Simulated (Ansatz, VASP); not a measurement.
**ZnAu: VASP beside Ansatz**

```
Zn Au
1.0
     3.18670    0.00000    0.00000
     0.00000    3.18670    0.00000
     0.00000    0.00000    3.18670
Zn Au
1 1
Direct
  0.50000 0.50000 0.50000
  0.00000 0.00000 0.00000
```

Alike in both runs: functional PBE; k mesh 14 × 14 × 14; occupations gaussian, width 0.1 eV; no spin polarisation.

Ansatz relaxed the structure, and its values are those at the end. VASP's run is a single point on that final structure, the one shown.

|  | VASP | Ansatz |
| --- | --- | --- |
| version | VASP 6.6.1 | Ansatz 0.2.0 |
| potentials or method | VASP PAW PBE potentials, release 64 (Zn, Au) | scalar-relativistic, plane waves, PAW |
| plane-wave cutoff (eV) | 520 | 420 |
| valence electrons in the cell | 23 | 31 |

|  | VASP | Ansatz | Ansatz less VASP |
| --- | --- | --- | --- |
| gap on the k mesh at the Fermi level (eV) | none | none | - |
| pressure (GPa) | 0.1 | 0.0 | -0.11 |

A gap of «none» marks a metal or a gap that the smearing closes. The functional is the same, so the differences come from potentials, cutoffs and numerics. VASP's potentials hold 23 valence electrons a cell and Ansatz's 31, so a difference there can come from the potentials and not from the codes.

Spin-orbit coupling is off throughout.
